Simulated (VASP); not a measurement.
Here is a VASP 6.6.1 calculation.

The input INCAR:

```
ALGO     = Normal         # electronic algorithm
EDIFF    = 1E-6           # SCF threshold, eV
ENCUT    = 520            # plane-wave cutoff, eV
GGA      = PE             # functional
ISIF     = 2              # what is computed and relaxed
ISMEAR   = 0              # smearing method
LASPH    = True           # aspherical terms in the spheres
LCHARG   = True           # write CHGCAR
LELF     = True           # ELF
LREAL    = False          # projectors in reciprocal space
LVHAR    = True         
LWAVE    = False          # write WAVECAR
NBANDS   = 31             # bands
NELM     = 60             # most SCF steps
PREC     = Accurate       # precision mode
SIGMA    = 0.05           # smearing width, eV
```

Contents of KPOINTS:

```
k-points
0
Gamma
  6 6 4
```

The input POSCAR:

```
HfO2
1.0
    3.6944124334      0.0000000000      0.0000000000
    0.0000000000      3.6944124334      0.0000000000
    0.0000000000      0.0000000000      5.3955663338
Hf O
2 4
Direct
    0.5000000000      0.5000000000      0.5000000000
    0.0000000000      0.0000000000      0.0000000000
    0.0000000000      0.5000000000      0.6932521152
    0.5000000000      0.0000000000      0.8067478848
    0.5000000000      0.0000000000      0.3067478848
    0.0000000000      0.5000000000      0.1932521152
```

Potentials or basis: VASP PAW PBE potentials, release 64 (Hf_pv, O).

Command:

```console
$ cat potpaw_PBE.64/Hf_pv/POTCAR potpaw_PBE.64/O/POTCAR > POTCAR
$ mpirun -np 1 vasp_std > vasp.out
```

(1) Estimate the pressure.

(2) Estimate the band gap on the k mesh.

(3) Predict the largest force.

Answers

(1) -17.6 GPa.

(2) 4.34 eV (least direct gap 4.40 eV).

(3) 0.429 eV/Å.

Caveat: the cell differs from its parent crystal (strain +0.025 along x and y, +0.025 along z); the cell stands under tension; spin-orbit coupling is left out, which moves the levels of the heavy elements.
